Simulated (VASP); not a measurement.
# Ba (I4/mmm) in VASP: single point with PBEsol

Aim: the single point of Ba with PBEsol.

All numbers are computed with VASP 6.6.1; they aren't measurements. Logs are shortened: lines on timing, memory, paths and dates and some standing lists are left out, and cuts for length are marked.

### 1 The cell of the first run

It takes space group I4/mmm (No. 139, tetragonal). Conventional cell: a = 5.069 Å, b = 5.069 Å, c = 4.866 Å, α = 90.00°, β = 90.00°, γ = 90.00°. Ba (site symmetry 4/mmm) has 14 Ba at 4.33 to 5.07 Å within 5.7 Å.

### 2 Single point, PBEsol

INCAR reads:

```
SYSTEM = Ba
ALGO = Fast ; EDIFF = 1E-6
ENCUT = 520 ; GGA = PS
ISIF = 2 ; ISMEAR = 0
LASPH = .True. ; LCHARG = .False.
LREAL = .False. ; LWAVE = .False.
NBANDS = 11 ; NELM = 80
PREC = Accurate ; SIGMA = 0.15
```

KPOINTS reads:

```
k-points
0
Gamma
  16 16 16
  0 0 0
```

POSCAR reads:

```
Ba
1.0
   -2.5342508315      2.5342508315      2.4328807982
    2.5342508315     -2.5342508315      2.4328807982
    2.5342508315      2.5342508315     -2.4328807982
Ba
1
Direct
    0.0000000000      0.0000000000      0.0000000000
```

Potentials or basis: VASP PAW PBE potentials, release 64 (Ba_sv).

The run is started by

```sh
$ cat potpaw_PBE.64/Ba_sv/POTCAR > POTCAR
$ mpirun -np 1 vasp_std > vasp.out
```

OUTCAR:

```text
SYSTEM = Ba
   EDIFF = 1E-6
   ENCUT = 520
   GGA = PS
   ISIF = 2
   ISMEAR = 0
   LASPH = .True.
   LREAL = .False.
   NELM = 80
   PREC = Accurate

 ion  position               nearest neighbor table
   1  0.000  0.000  0.000-

  LATTYP: Found a body centered tetragonal cell.
 ALAT       =     5.0685016630
 C/A-ratio  =     0.9600000000

  Lattice vectors:

 A1 = (  -2.5342508315,   2.5342508315,   2.4328807982)
 A2 = (   2.5342508315,  -2.5342508315,   2.4328807982)
 A3 = (   2.5342508315,   2.5342508315,  -2.4328807982)

Analysis of symmetry for initial positions (statically):
=====================================================================
 Subroutine PRICEL returns:
 Original cell was already a primitive cell.

 Routine SETGRP: Setting up the symmetry group for a
 body centered tetragonal supercell.

 Subroutine GETGRP returns: Found 16 space group operations
 (whereof 16 operations were pure point group operations)
 out of a pool of 16 trial point group operations.

The static configuration has the point symmetry D_4h.

Analysis of symmetry for dynamics (positions and initial velocities):
=====================================================================
 Subroutine PRICEL returns:
 Original cell was already a primitive cell.

 Routine SETGRP: Setting up the symmetry group for a
 body centered tetragonal supercell.

 Subroutine GETGRP returns: Found 16 space group operations
 (whereof 16 operations were pure point group operations)
 out of a pool of 16 trial point group operations.

The dynamic configuration has the point symmetry D_4h.

 Subroutine INISYM returns: Found 16 space group operations
 (whereof 16 operations are pure point group operations),
 and found     1 'primitive' translations

----------------------------------------------------------------------------------------

                                     Primitive cell

  volume of cell :      62.5000

  direct lattice vectors                    reciprocal lattice vectors
    -2.534250832  2.534250832  2.432880798     0.000000000  0.197296966  0.205517673
     2.534250832 -2.534250832  2.432880798     0.197296966  0.000000000  0.205517673
     2.534250832  2.534250832 -2.432880798     0.197296966  0.197296966  0.000000000

  length of vectors
     4.331716003  4.331716003  4.331716003     0.284892272  0.284892272  0.279020045

  position of ions in fractional coordinates (direct lattice)
     0.000000000  0.000000000  0.000000000

  ion indices of the primitive-cell ions
[... 81 lines left out ...]
   ISYM   =      2    0-nonsym 1-usesym 2-fastsym
   POTIM  = 0.5000    time-step for ionic-motion
   TEBEG  =    0.0;   TEEND  =   0.0 temperature during run
   PSTRESS=    0.0 pullay stress
   NELECT =      10.0000    total number of electrons
   NUPDOWN=      -1.0000    fix difference up-down
   EMIN   =  10.00;   EMAX   =-10.00  energy-range for DOS
   EFERMI =   0.00;   METHOD = LEGACY
   ISMEAR =     0;   SIGMA  =   0.15  broadening in eV -4-tet -1-fermi 0-gaus
   EFERMI_NEDOS =   21; number of points for ismear=-14 and -15
   IALGO  =     68    algorithm
   IMIX   =      4    mixing-type and parameters
     AMIX     =   0.40;   BMIX     =  1.00
     AMIX_MAG =   1.60;   BMIX_MAG =  1.00
  volume/ion in A,a.u.               =      62.50       421.77
  Fermi-wavevector in a.u.,A,eV,Ry     =   0.888754  1.679501 10.747016  0.789883
  Thomas-Fermi vector in A             =   2.010225
   LORBIT       =      0    0 simple, 1 ext, 2 COOP (PROOUT), +10 PAW based schemes
   GGA     = PS    functional components
   LHFCALC =     F    Hartree Fock is set to
   AEXX    =    0.0000 exact exchange contribution
   IVDW    =     0    specifies the selected vdW correction
   LEPSILON=     F    determine dielectric tensor
   LRPA    =     F    only Hartree local field effects (RPA)
 non-spin polarized calculation
 RMM-DIIS sequential band-by-band and
 Gauss-broadening in eV      SIGMA  =   0.15
  energy-cutoff  :      520.00
  volume of cell :       62.50
 maximum number of plane-waves:      1715
   NGX = 17   NGY = 17   NGZ = 17

 number of electron      10.0000000 magnetization

 Free energy of the ion-electron system (eV)
  ---------------------------------------------------
  ext. energy  EPLUGINS =         0.00000000
  ---------------------------------------------------
  free energy    TOTEN  =        -2.14774653 eV

  energy without entropy =       -2.13396331  energy(sigma->0) =       -2.14085492

 E-fermi :   1.5604     XC(G=0):  -7.5321

 val. band max:        1.5566930645   @ k =   0.3750   0.3125   0.0625
 cond. band min:       1.5666319481   @ k =  -0.3125  -0.4375   0.1250
 fundamental gap:      0.0099388837
 Fermi energy:         1.5603761112

 k-point     1 :       0.0000    0.0000    0.0000
  band No.  band energies     occupation
      1     -27.2830      2.00000
      2     -12.2099      2.00000
      3     -12.2099      2.00000
      4     -12.2077      2.00000
      5      -1.2107      2.00000
      6       3.2202      0.00000
      7       3.4745      0.00000
      8       3.4745      0.00000
      9       4.6360      0.00000
     10       5.0085      0.00000
     11       8.4224      0.00000
[... 309 lines left out ...]
 k-point    24 :      -0.0625    0.0625    0.0000
  band No.  band energies     occupation
      1     -27.2814      2.00000
      2     -12.2296      2.00000
      3     -12.2133      2.00000
      4     -12.2097      2.00000
      5      -1.1381      2.00000
      6       3.1996      0.00000
      7       3.4183      0.00000
      8       3.5486      0.00000
      9       4.5322      0.00000
     10       4.9928      0.00000
     11       8.5182      0.00000

 [... further k-points ...]

------------------------ aborting loop because EDIFF is reached ----------------------------------------

  FORCE on cell =-STRESS in cart. coord.  units (eV):
  Direction    XX          YY          ZZ          XY          YZ          ZX
  --------------------------------------------------------------------------------------
  -------------------------------------------------------------------------------------
  Total       -0.2343504     -0.2343504     -0.1537844      0.0000000      0.0000000      0.0000000
  in kB       -6.0075354     -6.0075354     -3.9422388      0.0000000      0.0000000      0.0000000
  external PRESSURE =      -5.3191032 kB  Pullay stress =       0.0000000 kB

 VOLUME and BASIS-vectors are now :
 -----------------------------------------------------------------------------
  energy-cutoff  :      520.00
  volume of cell :       62.50
      direct lattice vectors                 reciprocal lattice vectors
    -2.534250832  2.534250832  2.432880798     0.000000000  0.197296966  0.205517673
     2.534250832 -2.534250832  2.432880798     0.197296966  0.000000000  0.205517673
     2.534250832  2.534250832 -2.432880798     0.197296966  0.197296966  0.000000000

 POSITION                                       TOTAL-FORCE (eV/Angst)
 -----------------------------------------------------------------------------------
      0.00000      0.00000      0.00000         0.000000     -0.000000      0.000000
 -----------------------------------------------------------------------------------
    total drift:                                0.000000      0.000000     -0.000000

  FREE ENERGIE OF THE ION-ELECTRON SYSTEM (eV)
  ---------------------------------------------------
  free  energy   TOTEN  =        -2.1477465287 eV

  energy  without entropy=       -2.1339633093  energy(sigma->0) =       -2.14085492
```

OSZICAR:

```text
N       E                     dE             d eps       ncg     rms          rms(c)
DAV:   1     0.540175858024E+02    0.54018E+02   -0.42012E+03  7678   0.747E+02
DAV:   2     0.546752510413E+00   -0.53471E+02   -0.51986E+02  9269   0.136E+02
DAV:   3    -0.207150311139E+01   -0.26183E+01   -0.25994E+01  9912   0.313E+01
DAV:   4    -0.214672820399E+01   -0.75225E-01   -0.75073E-01 10039   0.485E+00
DAV:   5    -0.214882666690E+01   -0.20985E-02   -0.20981E-02 10415   0.646E-01    0.159E+00
RMM:   6    -0.214795906127E+01    0.86761E-03   -0.27994E-03  8159   0.525E-01    0.952E-01
RMM:   7    -0.214748682189E+01    0.47224E-03   -0.65982E-03  9040   0.827E-01    0.377E-02
RMM:   8    -0.214772403966E+01   -0.23722E-03   -0.15074E-03 10952   0.171E-01    0.251E-02
RMM:   9    -0.214774286473E+01   -0.18825E-04   -0.14878E-04 11621   0.492E-02    0.167E-02
RMM:  10    -0.214774620938E+01   -0.33447E-05   -0.33104E-05 11228   0.407E-02    0.554E-03
RMM:  11    -0.214774652869E+01   -0.31931E-06   -0.80225E-06 10317   0.151E-02
   1 F= -.21477465E+01 E0= -.21408549E+01  d E =-.137832E-01
```

Run time: 1.7 min. Hardware: 1 thread of Intel Xeon Platinum 8259CL at 2.50GHz (Skylake/Cascade Lake), shared host; peak memory 0.36 GiB.

Results:

| Property | Result |
| --- | --- |
| Free energy | -2.1477 eV |
| Pressure | -0.5 GPa |
| Band gap on the k mesh | zero (band 5 reaches 2.05 eV, above the bottom of band 6 at 1.05 eV) |

Stress tensor (GPa, compression positive):
```
-0.60  0.00  0.00
 0.00 -0.60  0.00
 0.00  0.00 -0.39
```

Levels at points of the mesh, in eV from the Fermi level:
```tsv
k point	band 3	band 4	band 5	band 6	band 7	band 8
(0.00, 0.00, 0.00)	-13.77	-13.77	-2.77	1.66	1.91	1.91
(0.50, 0.00, 0.00)	-13.93	-13.78	-0.90	0.59	1.33	3.28
(0.50, 0.50, 0.00)	-13.91	-13.76	-0.93	0.85	1.20	3.00
(0.50, 0.50, 0.50)	-14.11	-14.07	-0.58	-0.51	4.23	4.23
```

Caveat: the PAW data sets were made with another functional, which shifts forces and pressure a little; spin-orbit coupling is left out, which moves the levels of the heavy elements.
